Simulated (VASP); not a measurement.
# CsSnI3 (P4/mmm) in VASP: notebook

Runs on CsSnI3. Level: PBEsol. Tasks: single point.

All numbers are computed with VASP 6.6.1; they aren't measurements. Logs are shortened: lines on timing, memory, paths and dates and some standing lists are left out, and cuts for length are marked.

### Step 1. The cell of the first run

Symmetry: P4/mmm, No. 123, tetragonal system. The conventional cell has a = 6.011 Å, b = 6.011 Å, c = 6.208 Å, α = 90.00°, β = 90.00°, γ = 90.00°. Cs (site symmetry 4/mmm) has 12 I at 4.25 to 4.32 Å and 8 Sn at 5.26 Å within 5.6 Å. Sn (site symmetry 4/mmm) has 6 I at 3.01 to 3.10 Å within 4.0 Å. I (site symmetry mmm) has 2 Sn at 3.01 Å within 4.0 Å. Within 4.4 Å of I (site symmetry 4/mmm) lie 2 Sn at 3.10 Å and 4 Cs at 4.25 Å and 8 I at 4.32 Å.

### Step 2. Single point, PBEsol (biaxial strain in the a-b plane: -2.0 %)

Input file INCAR:

```
PREC     = Accurate       # precision mode
ENCUT    = 520            # plane-wave cutoff, eV
EDIFF    = 1E-6           # SCF threshold, eV
ISMEAR   = 0              # smearing method
SIGMA    = 0.01           # smearing width, eV
LREAL    = False          # projectors in reciprocal space
LASPH    = True           # aspherical terms in the spheres
NELM     = 60             # most SCF steps
ALGO     = Normal         # electronic algorithm
ISIF     = 2              # what is computed and relaxed
LWAVE    = False          # write WAVECAR
LCHARG   = False          # write CHGCAR
GGA      = PS             # functional
NBANDS   = 30             # bands
```

Input file KPOINTS:

```
Automatic mesh
0
Gamma
  6 6 6
```

Input file POSCAR:

```
CsSnI3
1.0
    6.0113899559      0.0000000000      0.0000000000
    0.0000000000      6.0113899559      0.0000000000
    0.0000000000      0.0000000000      6.2076802401
Cs Sn I
1 1 3
Direct
    0.0000000000      0.0000000000      0.0000000000
    0.5000000000      0.5000000000      0.5000000000
    0.0000000000      0.5000000000      0.5000000000
    0.5000000000      0.0000000000      0.5000000000
    0.5000000000      0.5000000000      0.0000000000
```

Potentials or basis: VASP PAW PBE potentials, release 64 (Cs_sv, Sn_d, I).

Run with:

```
$ cat potpaw_PBE.64/Cs_sv/POTCAR potpaw_PBE.64/Sn_d/POTCAR potpaw_PBE.64/I/POTCAR > POTCAR
$ mpirun -np 1 vasp_std > vasp.out
```

OUTCAR:

```text
PREC = Accurate
   ENCUT = 520
   EDIFF = 1E-6
   ISMEAR = 0
   LREAL = False
   LASPH = True
   NELM = 60
   ISIF = 2
   GGA = PS

 ion  position               nearest neighbor table
   1  0.000  0.000  0.000-
   2  0.500  0.500  0.500-   3 3.01   4 3.01   4 3.01   3 3.01   5 3.10   5 3.10
   3  0.000  0.500  0.500-   2 3.01   2 3.01
   4  0.500  0.000  0.500-   2 3.01   2 3.01
   5  0.500  0.500  0.000-   2 3.10   2 3.10

  LATTYP: Found a simple tetragonal cell.
 ALAT       =     6.0113899559
 C/A-ratio  =     1.0326530612

  Lattice vectors:

 A1 = (   6.0113899559,   0.0000000000,   0.0000000000)
 A2 = (   0.0000000000,   6.0113899559,   0.0000000000)
 A3 = (   0.0000000000,   0.0000000000,   6.2076802401)

Analysis of symmetry for initial positions (statically):
=====================================================================
 Subroutine PRICEL returns:
 Original cell was already a primitive cell.

 Routine SETGRP: Setting up the symmetry group for a
 simple tetragonal supercell.

 Subroutine GETGRP returns: Found 16 space group operations
 (whereof 16 operations were pure point group operations)
 out of a pool of 16 trial point group operations.

The static configuration has the point symmetry D_4h.

Analysis of symmetry for dynamics (positions and initial velocities):
=====================================================================
 Subroutine PRICEL returns:
 Original cell was already a primitive cell.

 Routine SETGRP: Setting up the symmetry group for a
 simple tetragonal supercell.

 Subroutine GETGRP returns: Found 16 space group operations
 (whereof 16 operations were pure point group operations)
 out of a pool of 16 trial point group operations.

The dynamic configuration has the point symmetry D_4h.

 Subroutine INISYM returns: Found 16 space group operations
 (whereof 16 operations are pure point group operations),
 and found     1 'primitive' translations

----------------------------------------------------------------------------------------

                                     Primitive cell

  volume of cell :     224.3258

  direct lattice vectors                    reciprocal lattice vectors
     6.011389956  0.000000000  0.000000000     0.166350878  0.000000000  0.000000000
     0.000000000  6.011389956  0.000000000     0.000000000  0.166350878  0.000000000
     0.000000000  0.000000000  6.207680240     0.000000000  0.000000000  0.161090772

  length of vectors
     6.011389956  6.011389956  6.207680240     0.166350878  0.166350878  0.161090772

  position of ions in fractional coordinates (direct lattice)
     0.000000000  0.000000000  0.000000000
     0.500000000  0.500000000  0.500000000
     0.000000000  0.500000000  0.500000000
     0.500000000  0.000000000  0.500000000
     0.500000000  0.500000000  0.000000000

  ion indices of the primitive-cell ions
   primitive index   ion index
                 1           1
                 2           2
                 3           3
                 4           4
                 5           5

----------------------------------------------------------------------------------------

 KPOINTS: Automatic mesh

Automatic generation of k-mesh.
 Grid dimensions read from file:
 generate k-points for:    6    6    6

 Generating k-lattice:

  Cartesian coordinates                     Fractional coordinates (reciprocal lattice)
     0.027725146  0.000000000  0.000000000     0.166666667  0.000000000  0.000000000
     0.000000000  0.027725146  0.000000000     0.000000000  0.166666667  0.000000000
     0.000000000  0.000000000  0.026848462     0.000000000  0.000000000  0.166666667

  Length of vectors
     0.027725146  0.027725146  0.026848462

  Shift w.r.t. Gamma in fractional coordinates (k-lattice)
     0.000000000  0.000000000  0.000000000

 Subroutine IBZKPT returns following result:
 ===========================================

 Found     40 irreducible k-points:

 Following reciprocal coordinates:
            Coordinates               Weight
  0.000000  0.000000  0.000000      1.000000
  0.166667  0.000000  0.000000      4.000000
  0.333333  0.000000  0.000000      4.000000
  0.500000  0.000000  0.000000      2.000000
  0.166667  0.166667  0.000000      4.000000
  0.333333  0.166667  0.000000      8.000000
[... 16 lines left out ...]
  0.333333  0.000000  0.333333      8.000000
  0.500000  0.000000  0.333333      4.000000
 [... further k-points ...]
   k-points           NKPTS =     40   k-points in BZ     NKDIM =     40   number of bands    NBANDS=     30
   number of dos      NEDOS =    301   number of ions     NIONS =      5
   total plane-waves  NPLWV = 110592
   dimension x,y,z NGX =    48 NGY =   48 NGZ =   48
   dimension x,y,z NGXF=    96 NGYF=   96 NGZF=   96
   ions per type =               1   1   3
   NGX,Y,Z   is equivalent  to a cutoff of  13.27, 13.27, 12.85 a.u.
   NGXF,Y,Z  is equivalent  to a cutoff of  26.55, 26.55, 25.71 a.u.
 SYSTEM =  unknown system
   PREC   = accura    normal or accurate (medium, high low for compatibility)
   ISTART =      0    job   : 0-new  1-cont  2-samecut
   ICHARG =      2    charge: 1-file 2-atom 10-const
   ISPIN  =      1    spin polarized calculation?
   LNONCOLLINEAR =      F non collinear calculations
   LSORBIT =      F    spin-orbit coupling
   LASPH  =      T    aspherical Exc in radial PAW
   ENCUT  =  520.0 eV  38.22 Ry    6.18 a.u.  11.18 11.18 11.54*2*pi/ulx,y,z
   NELM   =     60;   NELMIN=  2; NELMDL= -5     # of ELM steps
   EDIFF  = 0.1E-05   stopping-criterion for ELM
   LREAL  =      F    real-space projection
   EDIFFG = 0.1E-04   stopping-criterion for IOM
   NSW    =      0    number of steps for IOM
   IBRION =     -1    ionic relax: 0-MD 1-quasi-New 2-CG
   NFREE  =      0    steps in history (QN), initial steepest desc. (CG)
   ISIF   =      2    stress and relaxation
   ISYM   =      2    0-nonsym 1-usesym 2-fastsym
   POTIM  = 0.5000    time-step for ionic-motion
   TEBEG  =    0.0;   TEEND  =   0.0 temperature during run
   PSTRESS=    0.0 pullay stress
   NELECT =      44.0000    total number of electrons
   NUPDOWN=      -1.0000    fix difference up-down
   EMIN   =  10.00;   EMAX   =-10.00  energy-range for DOS
   EFERMI =   0.00;   METHOD = LEGACY
   ISMEAR =     0;   SIGMA  =   0.01  broadening in eV -4-tet -1-fermi 0-gaus
   EFERMI_NEDOS =   21; number of points for ismear=-14 and -15
   IALGO  =     38    algorithm
   IMIX   =      4    mixing-type and parameters
     AMIX     =   0.40;   BMIX     =  1.00
     AMIX_MAG =   1.60;   BMIX_MAG =  1.00
  volume/ion in A,a.u.               =      44.87       302.76
  Fermi-wavevector in a.u.,A,eV,Ry     =   0.951187  1.797483 12.309968  0.904757
  Thomas-Fermi vector in A             =   2.079634
   LORBIT       =      0    0 simple, 1 ext, 2 COOP (PROOUT), +10 PAW based schemes
   GGA     = PS    functional components
   LHFCALC =     F    Hartree Fock is set to
   AEXX    =    0.0000 exact exchange contribution
   IVDW    =     0    specifies the selected vdW correction
   LEPSILON=     F    determine dielectric tensor
   LRPA    =     F    only Hartree local field effects (RPA)
 non-spin polarized calculation
 Gauss-broadening in eV      SIGMA  =   0.01
  energy-cutoff  :      520.00
  volume of cell :      224.33
 maximum number of plane-waves:      6084
 NGX is ok and might be reduce to    48
   NGX = 23   NGY = 23   NGZ = 23

 number of electron      43.9999999 magnetization

 Free energy of the ion-electron system (eV)
  ---------------------------------------------------
  ext. energy  EPLUGINS =         0.00000000
  ---------------------------------------------------
  free energy    TOTEN  =       -15.04700555 eV

  energy without entropy =      -15.04700555  energy(sigma->0) =      -15.04700555

 E-fermi :   3.4972     XC(G=0):  -7.9596

 val. band max:        3.4157688434   @ k =   0.5000   0.5000   0.5000
 cond. band min:       3.5852181806   @ k =   0.5000   0.3333   0.5000
 fundamental gap:      0.1694493372
 Fermi energy:         3.4972313515

 k-point     1 :       0.0000    0.0000    0.0000
  band No.  band energies     occupation
      1     -18.9716      2.00000
      2     -18.6514      2.00000
      3     -18.6454      2.00000
      4     -18.6172      2.00000
      5     -18.6172      2.00000
      6     -18.6140      2.00000
[... 22 lines left out ...]
     29       7.9221      0.00000
     30       8.5843      0.00000

 k-point     2 :       0.1667    0.0000    0.0000
  band No.  band energies     occupation
      1     -18.9715      2.00000
      2     -18.6508      2.00000
      3     -18.6452      2.00000
      4     -18.6173      2.00000
      5     -18.6172      2.00000
      6     -18.6141      2.00000
[... 22 lines left out ...]
     29       7.4576      0.00000
     30       7.8378      0.00000

 k-point     3 :       0.3333    0.0000    0.0000
  band No.  band energies     occupation
      1     -18.9711      2.00000
      2     -18.6499      2.00000
      3     -18.6447      2.00000
      4     -18.6175      2.00000
      5     -18.6172      2.00000
      6     -18.6143      2.00000
[... 22 lines left out ...]
     29       7.5775      0.00000
     30       7.8701      0.00000

 k-point     4 :       0.5000    0.0000    0.0000
  band No.  band energies     occupation
      1     -18.9709      2.00000
      2     -18.6495      2.00000
      3     -18.6443      2.00000
      4     -18.6175      2.00000
      5     -18.6172      2.00000
      6     -18.6143      2.00000
[... 22 lines left out ...]
     29       7.5449      0.00000
     30       8.0632      0.00000

 k-point     5 :       0.1667    0.1667    0.0000
  band No.  band energies     occupation
      1     -18.9713      2.00000
      2     -18.6503      2.00000
      3     -18.6450      2.00000
      4     -18.6173      2.00000
      5     -18.6173      2.00000
      6     -18.6142      2.00000
[... 22 lines left out ...]
     29       7.2666      0.00000
     30       7.6517      0.00000
[... 526 lines left out ...]
     29       7.4569      0.00000
     30       7.9604      0.00000

 k-point    22 :       0.1667    0.0000    0.3333
  band No.  band energies     occupation
      1     -18.9711      2.00000
      2     -18.6508      2.00000
      3     -18.6439      2.00000
      4     -18.6174      2.00000
      5     -18.6174      2.00000
      6     -18.6141      2.00000
[... 22 lines left out ...]
     29       7.5301      0.00000
     30       7.9047      0.00000

 k-point    23 :       0.3333    0.0000    0.3333
  band No.  band energies     occupation
      1     -18.9708      2.00000
      2     -18.6499      2.00000
      3     -18.6434      2.00000
      4     -18.6176      2.00000
      5     -18.6174      2.00000
      6     -18.6143      2.00000
[... 22 lines left out ...]
     29       7.8436      0.00000
     30       7.9468      0.00000

 k-point    24 :       0.5000    0.0000    0.3333
  band No.  band energies     occupation
      1     -18.9706      2.00000
      2     -18.6495      2.00000
      3     -18.6431      2.00000
      4     -18.6176      2.00000
      5     -18.6174      2.00000
      6     -18.6143      2.00000
[... 22 lines left out ...]
     29       7.9402      0.00000
     30       8.4142      0.00000

 [... further k-points ...]
[... 5 lines left out ...]
  --------------------------------------------------------------------------------------
  -------------------------------------------------------------------------------------
  Total        1.4745403      1.4745403     -0.4193066      0.0000000      0.0000000      0.0000000
  in kB       10.5314483     10.5314483     -2.9947674      0.0000000      0.0000000      0.0000000
  external PRESSURE =       6.0227098 kB  Pullay stress =       0.0000000 kB

 VOLUME and BASIS-vectors are now :
 -----------------------------------------------------------------------------
  energy-cutoff  :      520.00
  volume of cell :      224.33
      direct lattice vectors                 reciprocal lattice vectors
     6.011389956  0.000000000  0.000000000     0.166350878  0.000000000  0.000000000
     0.000000000  6.011389956  0.000000000     0.000000000  0.166350878  0.000000000
     0.000000000  0.000000000  6.207680240     0.000000000  0.000000000  0.161090772

 POSITION                                       TOTAL-FORCE (eV/Angst)
 -----------------------------------------------------------------------------------
      0.00000      0.00000      0.00000         0.000000      0.000000      0.000000
      3.00569      3.00569      3.10384         0.000000      0.000000      0.000000
      0.00000      3.00569      3.10384         0.000000      0.000000      0.000000
      3.00569      0.00000      3.10384         0.000000      0.000000      0.000000
      3.00569      3.00569      0.00000         0.000000      0.000000      0.000000
 -----------------------------------------------------------------------------------
    total drift:                                0.000000     -0.000000     -0.000000

  FREE ENERGIE OF THE ION-ELECTRON SYSTEM (eV)
  ---------------------------------------------------
  free  energy   TOTEN  =       -15.0470055535 eV

  energy  without entropy=      -15.0470055535  energy(sigma->0) =      -15.04700555
```

It took 2.5 min on 1 thread of Intel Xeon Platinum 8488C (Sapphire Rapids), shared host; peak memory 0.49 GiB.

What came out:

- Free energy: -15.0470 eV
- Pressure: 0.6 GPa
- Band gap on the k mesh: 0.17 eV (least direct gap 0.21 eV)

Stress tensor (GPa, compression positive):
```
 1.05  0.00  0.00
 0.00  1.05  0.00
 0.00  0.00 -0.30
```

Levels at points of the mesh, in eV from the valence-band top:
| k point | band 18 | band 19 | band 20 | band 21 | band 22 | band 23 | band 24 | band 25 | band 26 | band 27 |
| --- | --- | --- | --- | --- | --- | --- | --- | --- | --- | --- |
| (0.00, 0.00, 0.00) | -2.59 | -2.59 | -2.41 | -2.41 | -2.38 | 1.91 | 2.71 | 2.79 | 3.05 | 3.05 |
| (0.50, 0.00, 0.00) | -2.90 | -2.81 | -2.58 | -2.54 | -1.52 | 1.02 | 3.66 | 3.67 | 3.91 | 3.96 |
| (0.50, 0.50, 0.00) | -2.95 | -2.95 | -2.75 | -1.88 | -0.55 | 0.65 | 0.65 | 3.66 | 4.02 | 4.20 |
| (0.00, 0.00, 0.50) | -2.82 | -2.79 | -2.54 | -2.54 | -1.79 | 0.96 | 3.51 | 3.65 | 3.90 | 3.94 |
| (0.50, 0.00, 0.50) | -2.98 | -2.92 | -2.75 | -1.96 | -0.78 | 0.57 | 0.76 | 3.99 | 4.19 | 4.26 |
| (0.50, 0.50, 0.50) | -2.74 | -1.94 | -1.94 | -1.87 | 0.00 | 0.21 | 0.24 | 0.24 | 2.69 | 3.70 |

Caveat: the cell differs from its parent crystal (biaxial strain in the a-b plane: -2.0 %); semilocal functionals underestimate gaps, and a narrow one can read as zero; the PAW data sets were made with another functional, which shifts forces and pressure a little; spin-orbit coupling is left out, which moves the levels of the heavy elements.

(Continued in part 2 of 2.)
